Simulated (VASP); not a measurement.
Input of a VASP 6.6.1 run:

Contents of INCAR:

```
PREC = Accurate
ENCUT = 600
EDIFF = 1E-6
ISMEAR = -1
SIGMA = 0.05
LREAL = F
LASPH = T
NELM = 150
ALGO = Normal
ISIF = 3
LWAVE = F
LCHARG = F
ISPIN = 2
MAGMOM = 3
LORBIT = 11
LMAXMIX = 4
GGA = RP
IVDW = 12
IBRION = 2
NSW = 60
EDIFFG = -0.01
```

KPOINTS

```
regular mesh
0
Gamma
  13 13 13
```

POSCAR

```
Fe
1.0
   -1.4430000000      1.4430000000      1.4430000000
    1.4430000000     -1.4430000000      1.4430000000
    1.4430000000      1.4430000000     -1.4430000000
Fe
1
Direct
    0.0000000000      0.0000000000      0.0000000000
```

Potentials or basis: VASP PAW PBE potentials, release 64 (Fe).

Launch:

```sh
$ cat potpaw_PBE.64/Fe/POTCAR > POTCAR
$ mpirun -np 1 vasp_std > vasp.out
```

Q: What does it give for the site moments?

A: Fe +2.00 μB.

Q: Predict the space group after relaxing (to 0.05 Å).

A: Im-3m (No. 229).

Final structure:
```
CELL_PARAMETERS angstrom
-1.36854 1.36854 1.36854
1.36854 -1.36854 1.36854
1.36854 1.36854 -1.36854
ATOMIC_POSITIONS crystal
Fe 0.00000 0.00000 0.00000
```
